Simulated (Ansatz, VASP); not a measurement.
HgTe in VASP and in Ansatz

```
CELL_PARAMETERS angstrom
3.18891 -3.21751 0.00000
3.18891 3.21751 0.00000
0.00000 0.00000 5.87818
ATOMIC_POSITIONS crystal
Hg 0.33194 0.66806 0.75000
Hg 0.66806 0.33194 0.25000
Te 0.77075 0.22925 0.75000
Te 0.22925 0.77075 0.25000
```

Change from the starting cell: strain +0.0750 x Voigt [1, -1, 0, 0, 0, 0], atoms carried along.

Alike in both runs: task single point; functional PBE; k mesh 10 × 10 × 8; occupations gaussian, width 0.15 eV; no spin polarisation.

```csv
,VASP,Ansatz
version,VASP 6.6.1,Ansatz 0.2.0
potentials or method,"VASP PAW PBE potentials, release 64 (Hg, Te), cutoff 520 eV","scalar-relativistic, plane waves, PAW"
valence electrons in the cell,36,72
```

Ansatz gave:

```
gap on the k mesh at the Fermi level (eV)                     : none
pressure (GPa)                                                : 0.3
traceless stress, the component that is largest in VASP (GPa) : -2.84
rms of the force components (eV/Å)                            : 0.285
```

Which values does VASP return?

gap on the k mesh at the Fermi level (eV): none; pressure (GPa): 0.4; traceless stress, the component that is largest in VASP (GPa): -2.89; rms of the force components (eV/Å): 0.294.

Atom by atom the forces differ by 0.009 eV/Å (rms over components). A gap of «none» marks a metal or a gap that the smearing closes. With one functional, cell and mesh, what is left measures potentials, basis and numerics. VASP's potentials hold 36 valence electrons a cell and Ansatz's 72, so a difference there can come from the potentials and not from the codes.

Spin-orbit coupling is off throughout.
